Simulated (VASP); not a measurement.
# MgH2 (MgH2 supercell) (P4_2/mnm) in VASP: notebook

Runs on MgH2 (MgH2 supercell). Level: PBE. Tasks: single point, relaxation of the atoms.

All numbers are computed with VASP 6.6.1; they aren't measurements. Logs are shortened: lines on timing, memory, paths and dates and some standing lists are left out, and cuts for length are marked.

## (1) The cell of the first run

The structure is tetragonal, space group P4_2/mnm (No. 136). Conventional cell: a = 4.562 Å, b = 4.562 Å, c = 3.021 Å, α = 90.00°, β = 90.00°, γ = 90.00°. Mg (site symmetry mmm) has 6 H at 1.97 Å within 2.6 Å. Within 2.6 Å of H (site symmetry m2m) lie 3 Mg at 1.97 Å and 1 H at 2.52 Å.

## (2) Single point, PBE

File INCAR:

```
PREC = Accurate ; ENCUT = 520
EDIFF = 1E-7 ; ISMEAR = 0
SIGMA = 0.01 ; LREAL = Auto
LASPH = True ; NELM = 80
ALGO = Normal ; ISIF = 2
LWAVE = False ; LCHARG = False
GGA = PE ; NBANDS = 90
```

File KPOINTS:

```
Automatic mesh
0
Gamma
  1 1 1
```

File POSCAR:

```
MgH2
1.0
    9.1236000000      0.0000000000      0.0000000000
    0.0000000000      9.1236000000      0.0000000000
    0.0000000000      0.0000000000      9.0615000000
Mg H
24 48
Direct
    0.0000000000      0.0000000000      0.0000000000
    0.0000000000      0.0000000000      0.3333333333
    0.0000000000      0.0000000000      0.6666666667
    0.0000000000      0.5000000000      0.0000000000
    0.0000000000      0.5000000000      0.3333333333
    0.0000000000      0.5000000000      0.6666666667
    0.5000000000      0.0000000000      0.0000000000
    0.5000000000      0.0000000000      0.3333333333
    0.5000000000      0.0000000000      0.6666666667
    0.5000000000      0.5000000000      0.0000000000
    0.5000000000      0.5000000000      0.3333333333
    0.5000000000      0.5000000000      0.6666666667
    0.2500000000      0.2500000000      0.1666666667
    0.2500000000      0.2500000000      0.5000000000
    0.2500000000      0.2500000000      0.8333333333
    0.2500000000      0.7500000000      0.1666666667
    0.2500000000      0.7500000000      0.5000000000
    0.2500000000      0.7500000000      0.8333333333
    0.7500000000      0.2500000000      0.1666666667
    0.7500000000      0.2500000000      0.5000000000
    0.7500000000      0.2500000000      0.8333333333
    0.7500000000      0.7500000000      0.1666666667
    0.7500000000      0.7500000000      0.5000000000
    0.7500000000      0.7500000000      0.8333333333
    0.1523735212      0.1523735212      0.0000000000
    0.1523735212      0.1523735212      0.3333333333
    0.1523735212      0.1523735212      0.6666666667
    0.1523735212      0.6523735212      0.0000000000
    0.1523735212      0.6523735212      0.3333333333
    0.1523735212      0.6523735212      0.6666666667
    0.6523735212      0.1523735212      0.0000000000
    0.6523735212      0.1523735212      0.3333333333
    0.6523735212      0.1523735212      0.6666666667
    0.6523735212      0.6523735212      0.0000000000
    0.6523735212      0.6523735212      0.3333333333
    0.6523735212      0.6523735212      0.6666666667
    0.0976264788      0.4023735212      0.1666666667
    0.0976264788      0.4023735212      0.5000000000
    0.0976264788      0.4023735212      0.8333333333
    0.0976264788      0.9023735212      0.1666666667
    0.0976264788      0.9023735212      0.5000000000
    0.0976264788      0.9023735212      0.8333333333
    0.5976264788      0.4023735212      0.1666666667
    0.5976264788      0.4023735212      0.5000000000
    0.5976264788      0.4023735212      0.8333333333
    0.5976264788      0.9023735212      0.1666666667
    0.5976264788      0.9023735212      0.5000000000
    0.5976264788      0.9023735212      0.8333333333
    0.3476264788      0.3476264788      0.0000000000
    0.3476264788      0.3476264788      0.3333333333
    0.3476264788      0.3476264788      0.6666666667
    0.3476264788      0.8476264788      0.0000000000
    0.3476264788      0.8476264788      0.3333333333
    0.3476264788      0.8476264788      0.6666666667
    0.8476264788      0.3476264788      0.0000000000
    0.8476264788      0.3476264788      0.3333333333
    0.8476264788      0.3476264788      0.6666666667
    0.8476264788      0.8476264788      0.0000000000
    0.8476264788      0.8476264788      0.3333333333
    0.8476264788      0.8476264788      0.6666666667
    0.4023735212      0.0976264788      0.1666666667
    0.4023735212      0.0976264788      0.5000000000
    0.4023735212      0.0976264788      0.8333333333
    0.4023735212      0.5976264788      0.1666666667
    0.4023735212      0.5976264788      0.5000000000
    0.4023735212      0.5976264788      0.8333333333
    0.9023735212      0.0976264788      0.1666666667
    0.9023735212      0.0976264788      0.5000000000
    0.9023735212      0.0976264788      0.8333333333
    0.9023735212      0.5976264788      0.1666666667
    0.9023735212      0.5976264788      0.5000000000
    0.9023735212      0.5976264788      0.8333333333
```

Potentials or basis: VASP PAW PBE potentials, release 64 (Mg, H).

Run with:

```bash
> cat potpaw_PBE.64/Mg/POTCAR potpaw_PBE.64/H/POTCAR > POTCAR
> mpirun -np 1 vasp_gam > vasp.out
```

OUTCAR:

```text
PREC = Accurate
   ENCUT = 520
   EDIFF = 1E-7
   ISMEAR = 0
   LREAL = Auto
   LASPH = True
   NELM = 80
   ISIF = 2
   GGA = PE

 ion  position               nearest neighbor table
   1  0.000  0.000  0.000-  25 1.97  58 1.97  42 1.97  40 1.97  67 1.97  69 1.97   2 3.02   3 3.02
                            22 3.56  24 3.56  13 3.56  15 3.56  16 3.56  18 3.56  19 3.56  21 3.56
   2  0.000  0.000  0.333-  26 1.97  59 1.97  40 1.97  67 1.97  41 1.97  68 1.97   1 3.02   3 3.02
                            19 3.56  22 3.56  13 3.56  16 3.56  17 3.56  23 3.56  14 3.56  20 3.56
   3  0.000  0.000  0.667-  27 1.97  60 1.97  42 1.97  69 1.97  68 1.97  41 1.97   1 3.02   2 3.02
                            21 3.56  24 3.56  15 3.56  18 3.56  23 3.56  14 3.56  20 3.56  17 3.56
   4  0.000  0.500  0.000-  28 1.97  55 1.97  39 1.97  37 1.97  70 1.97  72 1.97   5 3.02   6 3.02
                            22 3.56  24 3.56  13 3.56  15 3.56  16 3.56  18 3.56  19 3.56  21 3.56
   5  0.000  0.500  0.333-  29 1.97  56 1.97  37 1.97  70 1.97  38 1.97  71 1.97   4 3.02   6 3.02
                            19 3.56  22 3.56  13 3.56  16 3.56  17 3.56  23 3.56  14 3.56  20 3.56
   6  0.000  0.500  0.667-  30 1.97  57 1.97  39 1.97  72 1.97  71 1.97  38 1.97   4 3.02   5 3.02
                            21 3.56  24 3.56  15 3.56  18 3.56  23 3.56  14 3.56  20 3.56  17 3.56
   7  0.500  0.000  0.000-  31 1.97  52 1.97  48 1.97  46 1.97  61 1.97  63 1.97   8 3.02   9 3.02
                            22 3.56  24 3.56  13 3.56  15 3.56  16 3.56  18 3.56  19 3.56  21 3.56
   8  0.500  0.000  0.333-  32 1.97  53 1.97  46 1.97  61 1.97  47 1.97  62 1.97   7 3.02   9 3.02
                            19 3.56  22 3.56  13 3.56  16 3.56  17 3.56  23 3.56  14 3.56  20 3.56
   9  0.500  0.000  0.667-  33 1.97  54 1.97  48 1.97  63 1.97  62 1.97  47 1.97   7 3.02   8 3.02
[... 86 lines left out ...]
 A1 = (   9.1236000000,   0.0000000000,   0.0000000000)
 A2 = (   0.0000000000,   9.1236000000,   0.0000000000)
 A3 = (   0.0000000000,   0.0000000000,   9.0615000000)

Analysis of symmetry for initial positions (statically):
=====================================================================
 Subroutine PRICEL returns following result:

  LATTYP: Found a simple tetragonal cell.
 ALAT       =     4.5618000000
 C/A-ratio  =     0.6621289841

  Lattice vectors:

 A1 = (   4.5618000000,   0.0000000000,   0.0000000000)
 A2 = (   0.0000000000,   4.5618000000,   0.0000000000)
 A3 = (   0.0000000000,   0.0000000000,   3.0204999997)

  12 primitive cells build up your supercell.

 Routine SETGRP: Setting up the symmetry group for a
 simple tetragonal supercell.

 Subroutine GETGRP returns: Found 16 space group operations
 (whereof  8 operations were pure point group operations)
 out of a pool of 16 trial point group operations.

The static configuration has the point symmetry D_2h.
 The point group associated with its full space group is D_4h.

Analysis of symmetry for dynamics (positions and initial velocities):
=====================================================================
 Subroutine PRICEL returns following result:

  LATTYP: Found a simple tetragonal cell.
 ALAT       =     4.5618000000
 C/A-ratio  =     0.6621289841

  Lattice vectors:

 A1 = (   4.5618000000,   0.0000000000,   0.0000000000)
 A2 = (   0.0000000000,   4.5618000000,   0.0000000000)
 A3 = (   0.0000000000,   0.0000000000,   3.0204999997)

  12 primitive cells build up your supercell.

 Routine SETGRP: Setting up the symmetry group for a
 simple tetragonal supercell.

 Subroutine GETGRP returns: Found 16 space group operations
 (whereof  8 operations were pure point group operations)
 out of a pool of 16 trial point group operations.

The dynamic configuration has the point symmetry D_2h.
 The point group associated with its full space group is D_4h.

 Subroutine INISYM returns: Found 16 space group operations
 (whereof  8 operations are pure point group operations),
[... 45 lines left out ...]
     0.000000000  0.109605857  0.000000000     0.000000000  1.000000000  0.000000000
     0.000000000  0.000000000  0.110357005     0.000000000  0.000000000  1.000000000

  Length of vectors
     0.109605857  0.109605857  0.110357005

  Shift w.r.t. Gamma in fractional coordinates (k-lattice)
     0.000000000  0.000000000  0.000000000

 Subroutine IBZKPT returns following result:
 ===========================================

 Found      1 irreducible k-points:

 Following reciprocal coordinates:
            Coordinates               Weight
  0.000000  0.000000  0.000000      1.000000
   k-points           NKPTS =      1   k-points in BZ     NKDIM =      1   number of bands    NBANDS=     90
   number of dos      NEDOS =    301   number of ions     NIONS =     72
   total plane-waves  NPLWV = 343000
   dimension x,y,z NGX =    70 NGY =   70 NGZ =   70
   dimension x,y,z NGXF=   140 NGYF=  140 NGZF=  140
   ions per type =              24  48
   NGX,Y,Z   is equivalent  to a cutoff of  12.76, 12.76, 12.84 a.u.
   NGXF,Y,Z  is equivalent  to a cutoff of  25.51, 25.51, 25.68 a.u.
 SYSTEM =  unknown system
   PREC   = accura    normal or accurate (medium, high low for compatibility)
   ISTART =      0    job   : 0-new  1-cont  2-samecut
   ICHARG =      2    charge: 1-file 2-atom 10-const
   ISPIN  =      1    spin polarized calculation?
   LNONCOLLINEAR =      F non collinear calculations
   LSORBIT =      F    spin-orbit coupling
   LASPH  =      T    aspherical Exc in radial PAW
   ENCUT  =  520.0 eV  38.22 Ry    6.18 a.u.  16.96 16.96 16.85*2*pi/ulx,y,z
   NELM   =     80;   NELMIN=  2; NELMDL= -5     # of ELM steps
   EDIFF  = 0.1E-06   stopping-criterion for ELM
   LREAL  =      T    real-space projection
   EDIFFG = 0.1E-05   stopping-criterion for IOM
   NSW    =      0    number of steps for IOM
   IBRION =     -1    ionic relax: 0-MD 1-quasi-New 2-CG
   NFREE  =      0    steps in history (QN), initial steepest desc. (CG)
   ISIF   =      2    stress and relaxation
   ISYM   =      2    0-nonsym 1-usesym 2-fastsym
   POTIM  = 0.5000    time-step for ionic-motion
   TEBEG  =    0.0;   TEEND  =   0.0 temperature during run
   PSTRESS=    0.0 pullay stress
   NELECT =      96.0000    total number of electrons
   NUPDOWN=      -1.0000    fix difference up-down
   EMIN   =  10.00;   EMAX   =-10.00  energy-range for DOS
   EFERMI =   0.00;   METHOD = LEGACY
   ISMEAR =     0;   SIGMA  =   0.01  broadening in eV -4-tet -1-fermi 0-gaus
   EFERMI_NEDOS =   21; number of points for ismear=-14 and -15
   IALGO  =     38    algorithm
   IMIX   =      4    mixing-type and parameters
     AMIX     =   0.40;   BMIX     =  1.00
     AMIX_MAG =   1.60;   BMIX_MAG =  1.00
  volume/ion in A,a.u.               =      10.48        70.70
  Fermi-wavevector in a.u.,A,eV,Ry     =   0.823483  1.556156  9.226430  0.678123
  Thomas-Fermi vector in A             =   1.935001
   LORBIT       =      0    0 simple, 1 ext, 2 COOP (PROOUT), +10 PAW based schemes
   GGA     = PE    functional components
   LHFCALC =     F    Hartree Fock is set to
   AEXX    =    0.0000 exact exchange contribution
   IVDW    =     0    specifies the selected vdW correction
   LEPSILON=     F    determine dielectric tensor
   LRPA    =     F    only Hartree local field effects (RPA)
 non-spin polarized calculation
 Gauss-broadening in eV      SIGMA  =   0.01
  energy-cutoff  :      520.00
  volume of cell :      754.28
 maximum number of plane-waves:     10139
 NGX is ok and might be reduce to    70
   NGX = 33   NGY = 33   NGZ = 33

 number of electron      96.0000005 magnetization

 Free energy of the ion-electron system (eV)
  ---------------------------------------------------
  ext. energy  EPLUGINS =         0.00000000
  ---------------------------------------------------
  free energy    TOTEN  =      -210.71170116 eV

  energy without entropy =     -210.71170116  energy(sigma->0) =     -210.71170116

 E-fermi :  -0.9871     XC(G=0):  -8.3055

 val. band max:       -1.0723240488   @ k =   0.0000   0.0000   0.0000
 cond. band min:       4.0632972361   @ k =   0.0000   0.0000   0.0000
 fundamental gap:      5.1356212849
 Fermi energy:        -0.9870980482

 k-point     1 :       0.0000    0.0000    0.0000
  band No.  band energies     occupation
      1      -7.0030      2.00000
      2      -5.4305      2.00000
      3      -5.4305      2.00000
      4      -5.4305      2.00000
      5      -5.4305      2.00000
      6      -5.3983      2.00000
[... 52 lines left out ...]
     59       4.5510      0.00000
     60       4.5510      0.00000
 [bands above 60 left out]

------------------------ aborting loop because EDIFF is reached ----------------------------------------

  FORCE on cell =-STRESS in cart. coord.  units (eV):
  Direction    XX          YY          ZZ          XY          YZ          ZX
  --------------------------------------------------------------------------------------
  -------------------------------------------------------------------------------------
  Total       -3.8174372     -3.8174372     -5.9118923      0.0000000      0.0000000      0.0000000
  in kB       -8.1086754     -8.1086754    -12.5575389      0.0000000      0.0000000      0.0000000
  external PRESSURE =      -9.5916299 kB  Pullay stress =       0.0000000 kB

 VOLUME and BASIS-vectors are now :
 -----------------------------------------------------------------------------
  energy-cutoff  :      520.00
  volume of cell :      754.28
      direct lattice vectors                 reciprocal lattice vectors
     9.123600000  0.000000000  0.000000000     0.109605857  0.000000000  0.000000000
     0.000000000  9.123600000  0.000000000     0.000000000  0.109605857  0.000000000
     0.000000000  0.000000000  9.061500000     0.000000000  0.000000000  0.110357005

 POSITION                                       TOTAL-FORCE (eV/Angst)
 -----------------------------------------------------------------------------------
      0.00000      0.00000      0.00000        -0.000000     -0.000000     -0.000000
      0.00000      0.00000      3.02050        -0.000000     -0.000000      0.000000
      0.00000      0.00000      6.04100        -0.000000     -0.000000     -0.000000
      0.00000      4.56180      0.00000        -0.000000     -0.000000      0.000000
      0.00000      4.56180      3.02050        -0.000000     -0.000000     -0.000000
      0.00000      4.56180      6.04100        -0.000000     -0.000000      0.000000
[... 64 lines left out ...]
      8.23290      5.45250      4.53075         0.001406     -0.001406     -0.000000
      8.23290      5.45250      7.55125         0.001406     -0.001406     -0.000000
 -----------------------------------------------------------------------------------
    total drift:                                0.000000      0.000000     -0.000000

  FREE ENERGIE OF THE ION-ELECTRON SYSTEM (eV)
  ---------------------------------------------------
  free  energy   TOTEN  =      -210.7117011630 eV

  energy  without entropy=     -210.7117011630  energy(sigma->0) =     -210.71170116
```

It took 2.2 min on 1 thread of Intel Xeon Platinum 8375C at 2.90GHz (Ice Lake), shared host; peak memory 0.63 GiB.

What came out:

```
Free energy            : -210.7117 eV
Pressure               : -1.0 GPa
Band gap on the k mesh : 5.14 eV
```

Stress tensor (GPa, compression positive):
```
-0.81  0.00  0.00
 0.00 -0.81  0.00
 0.00  0.00 -1.26
```

Caveat: the k points lie up to 0.69 Å⁻¹ apart. PBE gaps usually lie below the measured ones, often by a third to a half.

[end of part 1 of 2]
